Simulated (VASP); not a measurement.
# Zr2BeS4 (P4/mmm) in VASP: a series of runs

The runs below take Zr2BeS4 through single point, relaxation of cell and atoms, with PBE.

Program: VASP 6.6.1. These are calculated values, not measurements. Logs are shortened: lines on timing, memory, paths and dates and some standing lists are left out, and cuts for length are marked.

### 1 The cell of the first run

It takes space group P4/mmm (No. 123, tetragonal). Conventional cell: a = 5.119 Å, b = 5.119 Å, c = 6.391 Å, α = 90.00°, β = 90.00°, γ = 90.00°. Zr (site symmetry 4mm) has 4 S at 2.52 Å and 2 Zr at 3.16 to 3.23 Å within 3.3 Å. Be (site symmetry 4/mmm) has 8 S at 3.61 Å and 8 Zr at 3.95 Å within 4.7 Å. S (site symmetry m2m) has 4 S at 2.39 to 2.73 Å and 2 Zr at 2.52 Å within 3.2 Å.

The cell was generated, and may not be a known phase.

### 2 Single point, PBE

Input file INCAR:

```
  PREC = Accurate
  ENCUT = 520
  EDIFF = 1E-7
  ISMEAR = 0
  SIGMA = 0.15
  LREAL = False
  LASPH = True
  NELM = 100
  ALGO = Normal
  ISIF = 2
  LWAVE = False
  LCHARG = True
  GGA = PE
  LELF = True
  LVHAR = True
  NBANDS = 34
```

Input file KPOINTS:

```
Automatic mesh
0
Gamma
  2 2 3
```

Input file POSCAR:

```
Zr2BeS4
1.0
    5.1187366990      0.0000000000      0.0000000000
    0.0000000000      5.1187366990      0.0000000000
    0.0000000000      0.0000000000      6.3907032149
Zr Be S
2 1 4
Direct
    0.0000000000      0.0000000000      0.7472507714
    0.0000000000      0.0000000000      0.2527492286
    0.5000000000      0.5000000000      0.5000000000
    0.2668008936      0.2668008936      0.0000000000
    0.7331991064      0.7331991064      0.0000000000
    0.7331991064      0.2668008936      0.0000000000
    0.2668008936      0.7331991064      0.0000000000
```

Potentials or basis: VASP PAW PBE potentials, release 64 (Zr_sv, Be, S).

On the command line:

```bash
$ cat potpaw_PBE.64/Zr_sv/POTCAR potpaw_PBE.64/Be/POTCAR potpaw_PBE.64/S/POTCAR > POTCAR
$ mpirun -np 1 vasp_std > vasp.out
```

OUTCAR:

```text
PREC = Accurate
   ENCUT = 520
   EDIFF = 1E-7
   ISMEAR = 0
   LREAL = False
   LASPH = True
   NELM = 100
   ISIF = 2
   GGA = PE

 ion  position               nearest neighbor table
   1  0.000  0.000  0.747-   4 2.52   5 2.52   6 2.52   7 2.52   2 3.16   2 3.23
   2  0.000  0.000  0.253-   4 2.52   5 2.52   6 2.52   7 2.52   1 3.16   1 3.23
   3  0.500  0.500  0.500-
   4  0.267  0.267  0.000-   6 2.39   7 2.39   1 2.52   2 2.52   7 2.73   6 2.73
   5  0.733  0.733  0.000-   6 2.39   7 2.39   1 2.52   2 2.52   7 2.73   6 2.73
   6  0.733  0.267  0.000-   4 2.39   5 2.39   1 2.52   2 2.52   4 2.73   5 2.73
   7  0.267  0.733  0.000-   4 2.39   5 2.39   1 2.52   2 2.52   4 2.73   5 2.73

  LATTYP: Found a simple tetragonal cell.
 ALAT       =     5.1187366990
 C/A-ratio  =     1.2484922727

  Lattice vectors:

 A1 = (   5.1187366990,   0.0000000000,   0.0000000000)
 A2 = (   0.0000000000,   5.1187366990,   0.0000000000)
 A3 = (   0.0000000000,   0.0000000000,   6.3907032149)

Analysis of symmetry for initial positions (statically):
=====================================================================
 Subroutine PRICEL returns:
 Original cell was already a primitive cell.

 Routine SETGRP: Setting up the symmetry group for a
 simple tetragonal supercell.

 Subroutine GETGRP returns: Found 16 space group operations
 (whereof 16 operations were pure point group operations)
 out of a pool of 16 trial point group operations.

The static configuration has the point symmetry D_4h.

Analysis of symmetry for dynamics (positions and initial velocities):
=====================================================================
 Subroutine PRICEL returns:
 Original cell was already a primitive cell.

 Routine SETGRP: Setting up the symmetry group for a
 simple tetragonal supercell.

 Subroutine GETGRP returns: Found 16 space group operations
 (whereof 16 operations were pure point group operations)
 out of a pool of 16 trial point group operations.

The dynamic configuration has the point symmetry D_4h.

 Subroutine INISYM returns: Found 16 space group operations
 (whereof 16 operations are pure point group operations),
 and found     1 'primitive' translations

----------------------------------------------------------------------------------------

                                     Primitive cell

  volume of cell :     167.4458

  direct lattice vectors                    reciprocal lattice vectors
     5.118736699  0.000000000  0.000000000     0.195360703  0.000000000  0.000000000
     0.000000000  5.118736699  0.000000000     0.000000000  0.195360703  0.000000000
     0.000000000  0.000000000  6.390703215     0.000000000  0.000000000  0.156477302

  length of vectors
     5.118736699  5.118736699  6.390703215     0.195360703  0.195360703  0.156477302

  position of ions in fractional coordinates (direct lattice)
     0.000000000  0.000000000  0.747250771
     0.000000000  0.000000000  0.252749229
     0.500000000  0.500000000  0.500000000
     0.266800894  0.266800894  0.000000000
     0.733199106  0.733199106  0.000000000
     0.733199106  0.266800894  0.000000000
     0.266800894  0.733199106  0.000000000

  ion indices of the primitive-cell ions
   primitive index   ion index
                 1           1
                 2           2
                 3           3
                 4           4
                 5           5
                 6           6
                 7           7

----------------------------------------------------------------------------------------

 KPOINTS: Automatic mesh

Automatic generation of k-mesh.
 Grid dimensions read from file:
 generate k-points for:    2    2    3

 Generating k-lattice:

  Cartesian coordinates                     Fractional coordinates (reciprocal lattice)
     0.097680352  0.000000000  0.000000000     0.500000000  0.000000000  0.000000000
     0.000000000  0.097680352  0.000000000     0.000000000  0.500000000  0.000000000
     0.000000000  0.000000000  0.052159101     0.000000000  0.000000000  0.333333333

  Length of vectors
     0.097680352  0.097680352  0.052159101

  Shift w.r.t. Gamma in fractional coordinates (k-lattice)
     0.000000000  0.000000000  0.000000000

 Subroutine IBZKPT returns following result:
 ===========================================

 Found      6 irreducible k-points:

 Following reciprocal coordinates:
            Coordinates               Weight
  0.000000  0.000000  0.000000      1.000000
  0.500000  0.000000  0.000000      2.000000
  0.500000  0.500000  0.000000      1.000000
  0.000000  0.000000  0.333333      2.000000
  0.500000  0.000000  0.333333      4.000000
  0.500000  0.500000  0.333333      2.000000
   k-points           NKPTS =      6   k-points in BZ     NKDIM =      6   number of bands    NBANDS=     34
   number of dos      NEDOS =    301   number of ions     NIONS =      7
   total plane-waves  NPLWV =  76800
   dimension x,y,z NGX =    40 NGY =   40 NGZ =   48
   dimension x,y,z NGXF=    80 NGYF=   80 NGZF=   96
   ions per type =               2   1   4
   NGX,Y,Z   is equivalent  to a cutoff of  12.99, 12.99, 12.49 a.u.
   NGXF,Y,Z  is equivalent  to a cutoff of  25.98, 25.98, 24.97 a.u.
 SYSTEM =  unknown system
   PREC   = accura    normal or accurate (medium, high low for compatibility)
   ISTART =      0    job   : 0-new  1-cont  2-samecut
   ICHARG =      2    charge: 1-file 2-atom 10-const
   ISPIN  =      1    spin polarized calculation?
   LNONCOLLINEAR =      F non collinear calculations
   LSORBIT =      F    spin-orbit coupling
   LASPH  =      T    aspherical Exc in radial PAW
   ENCUT  =  520.0 eV  38.22 Ry    6.18 a.u.   9.52  9.52 11.88*2*pi/ulx,y,z
   NELM   =    100;   NELMIN=  2; NELMDL= -5     # of ELM steps
   EDIFF  = 0.1E-06   stopping-criterion for ELM
   LREAL  =      F    real-space projection
   EDIFFG = 0.1E-05   stopping-criterion for IOM
   NSW    =      0    number of steps for IOM
   IBRION =     -1    ionic relax: 0-MD 1-quasi-New 2-CG
   NFREE  =      0    steps in history (QN), initial steepest desc. (CG)
   ISIF   =      2    stress and relaxation
   ISYM   =      2    0-nonsym 1-usesym 2-fastsym
   POTIM  = 0.5000    time-step for ionic-motion
   TEBEG  =    0.0;   TEEND  =   0.0 temperature during run
   PSTRESS=    0.0 pullay stress
   NELECT =      50.0000    total number of electrons
   NUPDOWN=      -1.0000    fix difference up-down
   EMIN   =  10.00;   EMAX   =-10.00  energy-range for DOS
   EFERMI =   0.00;   METHOD = LEGACY
   ISMEAR =     0;   SIGMA  =   0.15  broadening in eV -4-tet -1-fermi 0-gaus
   EFERMI_NEDOS =   21; number of points for ismear=-14 and -15
   IALGO  =     38    algorithm
   IMIX   =      4    mixing-type and parameters
     AMIX     =   0.40;   BMIX     =  1.00
     AMIX_MAG =   1.60;   BMIX_MAG =  1.00
  volume/ion in A,a.u.               =      23.92       161.43
  Fermi-wavevector in a.u.,A,eV,Ry     =   1.094225  2.067786 16.290650  1.197329
  Thomas-Fermi vector in A             =   2.230526
   LORBIT       =      0    0 simple, 1 ext, 2 COOP (PROOUT), +10 PAW based schemes
   GGA     = PE    functional components
   LHFCALC =     F    Hartree Fock is set to
   AEXX    =    0.0000 exact exchange contribution
   IVDW    =     0    specifies the selected vdW correction
   LEPSILON=     F    determine dielectric tensor
   LRPA    =     F    only Hartree local field effects (RPA)
 non-spin polarized calculation
 Gauss-broadening in eV      SIGMA  =   0.15
  energy-cutoff  :      520.00
  volume of cell :      167.45
 maximum number of plane-waves:      4528
 NGX is ok and might be reduce to    40
   NGX = 19   NGY = 19   NGZ = 23

 number of electron      50.0000004 magnetization

 Free energy of the ion-electron system (eV)
  ---------------------------------------------------
  ext. energy  EPLUGINS =         0.00000000
  ---------------------------------------------------
  free energy    TOTEN  =       -36.23075711 eV

  energy without entropy =      -36.19085115  energy(sigma->0) =      -36.21080413

 E-fermi :   5.0981     XC(G=0):  -9.1338

 val. band max:        5.0453808774   @ k =   0.0000   0.0000   0.0000
 cond. band min:       5.2123427824   @ k =   0.0000   0.0000   0.3333
 fundamental gap:      0.1669619050
 Fermi energy:         5.0981142198

 k-point     1 :       0.0000    0.0000    0.0000
  band No.  band energies     occupation
      1     -44.5530      2.00000
      2     -44.5015      2.00000
      3     -22.8218      2.00000
      4     -22.7219      2.00000
      5     -22.7219      2.00000
      6     -22.6324      2.00000
[... 26 lines left out ...]
     33       7.6379      0.00000
     34       8.0040      0.00000

 k-point     2 :       0.5000    0.0000    0.0000
  band No.  band energies     occupation
      1     -44.5530      2.00000
      2     -44.5014      2.00000
      3     -22.8199      2.00000
      4     -22.7268      2.00000
      5     -22.7211      2.00000
      6     -22.6347      2.00000
[... 26 lines left out ...]
     33       8.2449      0.00000
     34       8.4215      0.00000

 k-point     3 :       0.5000    0.5000    0.0000
  band No.  band energies     occupation
      1     -44.5529      2.00000
      2     -44.5014      2.00000
      3     -22.8182      2.00000
      4     -22.7257      2.00000
      5     -22.7257      2.00000
      6     -22.6344      2.00000
[... 26 lines left out ...]
     33       7.3169      0.00000
     34       7.7523      0.00000

 k-point     4 :       0.0000    0.0000    0.3333
  band No.  band energies     occupation
      1     -44.5402      2.00000
      2     -44.5144      2.00000
      3     -22.7039      2.00000
      4     -22.7039      2.00000
      5     -22.6784      2.00000
      6     -22.6508      2.00000
[... 26 lines left out ...]
     33       8.5105      0.00000
     34       8.6500      0.00000

 k-point     5 :       0.5000    0.0000    0.3333
  band No.  band energies     occupation
      1     -44.5402      2.00000
      2     -44.5144      2.00000
      3     -22.7086      2.00000
      4     -22.7031      2.00000
      5     -22.6767      2.00000
      6     -22.6533      2.00000
[... 26 lines left out ...]
     33       7.3365      0.00000
     34       7.4092      0.00000

 k-point     6 :       0.5000    0.5000    0.3333
  band No.  band energies     occupation
      1     -44.5401      2.00000
      2     -44.5143      2.00000
      3     -22.7076      2.00000
      4     -22.7076      2.00000
      5     -22.6752      2.00000
      6     -22.6530      2.00000
[... 26 lines left out ...]
     33       7.9737      0.00000
     34       7.9831      0.00000

------------------------ aborting loop because EDIFF is reached ----------------------------------------

  FORCE on cell =-STRESS in cart. coord.  units (eV):
  Direction    XX          YY          ZZ          XY          YZ          ZX
  --------------------------------------------------------------------------------------
  -------------------------------------------------------------------------------------
  Total       -0.0338449     -0.0338449      0.4639807      0.0000000      0.0000000     -0.0000000
  in kB       -0.3238396     -0.3238396      4.4395225      0.0000000      0.0000000     -0.0000000
  external PRESSURE =       1.2639478 kB  Pullay stress =       0.0000000 kB

 VOLUME and BASIS-vectors are now :
 -----------------------------------------------------------------------------
  energy-cutoff  :      520.00
  volume of cell :      167.45
      direct lattice vectors                 reciprocal lattice vectors
     5.118736699  0.000000000  0.000000000     0.195360703  0.000000000  0.000000000
     0.000000000  5.118736699  0.000000000     0.000000000  0.195360703  0.000000000
     0.000000000  0.000000000  6.390703215     0.000000000  0.000000000  0.156477302

 POSITION                                       TOTAL-FORCE (eV/Angst)
 -----------------------------------------------------------------------------------
      0.00000      0.00000      4.77546        -0.000000      0.000000      0.036912
      0.00000      0.00000      1.61525         0.000000      0.000000     -0.036912
      2.55937      2.55937      3.19535         0.000000      0.000000      0.000000
      1.36568      1.36568      0.00000        -0.007750     -0.007750      0.000000
      3.75305      3.75305      0.00000         0.007750      0.007750      0.000000
      3.75305      1.36568      0.00000         0.007750     -0.007750     -0.000000
      1.36568      3.75305      0.00000        -0.007750      0.007750      0.000000
 -----------------------------------------------------------------------------------
    total drift:                                0.000000      0.000000      0.000000

  FREE ENERGIE OF THE ION-ELECTRON SYSTEM (eV)
  ---------------------------------------------------
  free  energy   TOTEN  =       -36.2307571105 eV

  energy  without entropy=      -36.1908511512  energy(sigma->0) =      -36.21080413
```

Run time: 80 s. Hardware: 1 thread of Intel Xeon 8259CL, shared host; peak memory 0.26 GiB.

Results:

```yaml
Free_energy: -36.2308 eV
Pressure: 0.1 GPa
Largest_force: 0.037 eV/Å
Band_gap_on_the_k_mesh: zero (bands 25 and 26 overlap by 0.92 eV)
```

Forces in eV/Å, atoms in the order of the input:
```
Zr   0.000  0.000  0.037
Zr   0.000  0.000 -0.037
Be   0.000  0.000  0.000
S   -0.008 -0.008  0.000
S    0.008  0.008  0.000
S    0.008 -0.008  0.000
S   -0.008  0.008  0.000
```

Caveat: the k points lie up to 0.61 Å⁻¹ apart, too coarse for converged energies and pressures of a metal.

### 3 Relaxation of cell and atoms, PBE

This run uses another cell than the first one, of 22.16 Å³/atom.

Input file INCAR:

```
ALGO = Normal ; EDIFF = 1E-6
EDIFFG = -0.08 ; ENCUT = 600
GGA = PE ; IBRION = 2
ISIF = 3 ; ISMEAR = 0
LASPH = T ; LCHARG = F
LREAL = F ; LWAVE = F
NELM = 60 ; NSW = 36
PREC = Accurate ; SIGMA = 0.15
```

Input file KPOINTS:

```
k-points
0
Gamma
  2 2 3
```

Input file POSCAR:

```
Zr2BeS4
1.0
    5.6806669800      0.0000000000      0.0000000000
    0.0000000000      5.6806669800      0.0000000000
    0.0000000000      0.0000000000      4.8070999700
Zr Be S
2 1 4
Direct
    0.0000000000      0.0000000000      0.7434395000
    0.0000000000      0.0000000000      0.2565605000
    0.5000000000      0.5000000000      0.5000000000
    0.2178455400      0.2178455400      0.0000000000
    0.7821544600      0.7821544600      0.0000000000
    0.7821544600      0.2178455400      0.0000000000
    0.2178455400      0.7821544600      0.0000000000
```

Potentials or basis: VASP PAW PBE potentials, release 64 (Zr_sv, Be, S).

On the command line:

```bash
$ cat potpaw_PBE.64/Zr_sv/POTCAR potpaw_PBE.64/Be/POTCAR potpaw_PBE.64/S/POTCAR > POTCAR
$ mpirun -np 1 vasp_std > vasp.out
```

Wall time 17 min (1 thread of Intel Xeon 8259CL, shared host); peak memory 0.32 GiB.

The run converged. Its results:

```yaml
Free_energy: -35.4725 eV
Relaxed_volume: 31.15 Å³/atom
Relaxed_cell: a = 6.024 Å, b = 6.024 Å, c = 6.008 Å, α = 90.00°, β = 90.00°, γ = 90.00°
Space_group_after_relaxing_to_0.1_Å: P4/mmm (No. 123)
Pressure_after_relaxing: 0.1 GPa
Largest_force_after_relaxing: 0.066 eV/Å
Band_gap_on_the_k_mesh: zero (bands 25 and 26 overlap by 0.78 eV)
```

Forces on the atoms (eV/Å):
```
Zr   0.000  0.000  0.066
Zr   0.000  0.000 -0.066
Be   0.000  0.000  0.000
S    0.011  0.011  0.000
S   -0.011 -0.011  0.000
S   -0.011  0.011  0.000
S    0.011 -0.011  0.000
```

Final structure:
```xyz
7
Lattice="6.0245 0.0000 0.0000 0.0000 6.0245 0.0000 0.0000 0.0000 6.0082" Properties=species:S:1:pos:R:3 pbc="T T T"
Zr    0.0000    0.0000    4.6968
Zr    0.0000    0.0000    1.3114
Be    3.0122    3.0122    3.0041
S     1.5268    1.5268    0.0000
S     4.4977    4.4977    0.0000
S     4.4977    1.5268    0.0000
S     1.5268    4.4977    0.0000
```

Levels at points of the mesh, in eV from the Fermi level:
| k point | band 21 | band 22 | band 23 | band 24 | band 25 | band 26 | band 27 | band 28 | band 29 | band 30 |
| --- | --- | --- | --- | --- | --- | --- | --- | --- | --- | --- |
| (0.00, 0.00, 0.00) | -2.05 | -1.26 | -1.14 | -0.61 | -0.61 | 0.97 | 1.30 | 1.36 | 1.36 | 1.53 |
| (0.50, 0.00, 0.00) | -2.77 | -1.90 | -1.30 | -1.29 | -0.07 | 0.23 | 0.24 | 0.68 | 1.94 | 1.96 |
| (0.50, 0.50, 0.00) | -2.49 | -2.05 | -2.05 | -1.78 | -1.30 | -0.74 | 0.54 | 0.54 | 1.17 | 2.72 |

Caveat: the k points lie up to 0.52 Å⁻¹ apart in the final cell, too coarse for converged energies and pressures of a metal; the volume moved by over 15 % at a fixed basis, so the end points are rough; the relaxation stopped at a loose force limit of 0.08 eV/Å, so its end isn't a converged minimum.

The gap in the log of VASP goes by the Fermi energy; the results here count the filled bands.